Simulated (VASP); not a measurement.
Input of a VASP 6.6.1 run:

The input INCAR:

```
ALGO = Normal
EDIFF = 1E-6
ENCUT = 520
GGA = PE
ISIF = 2
ISMEAR = 0
LASPH = True
LCHARG = False
LREAL = False
LWAVE = False
NBANDS = 41
NELM = 60
PREC = Accurate
SIGMA = 0.1
```

File KPOINTS:

```
k-points
0
Gamma
  4 4 4
```

POSCAR

```
NbI7
1.0
   -4.0140662341      4.0140662341      4.0140662341
    4.0140662341     -4.0140662341      4.0140662341
    4.0140662341      4.0140662341     -4.0140662341
Nb I
1 7
Direct
    0.0000000000      0.0000000000      0.0000000000
    0.0000000000      0.5000000000      0.5000000000
    0.5000000000      0.5000000000      0.0000000000
    0.5000000000      0.0000000000      0.5000000000
    0.0000000000      0.0000000000      0.5000000000
    0.0000000000      0.5000000000      0.0000000000
    0.5000000000      0.0000000000      0.0000000000
    0.5000000000      0.5000000000      0.5000000000
```

Potentials or basis: VASP PAW PBE potentials, release 64 (Nb_sv, I).

Command:

```bash
$ cat potpaw_PBE.64/Nb_sv/POTCAR potpaw_PBE.64/I/POTCAR > POTCAR
$ mpirun -np 1 vasp_std > vasp.out
```

Task: Estimate the band gap on the k mesh.

Result: Zero (bands 31 and 32 overlap by 1.46 eV).

Task: Predict the pressure.

Result: -0.1 GPa.

Caveat: spin-orbit coupling is left out, which moves the levels of the heavy elements.
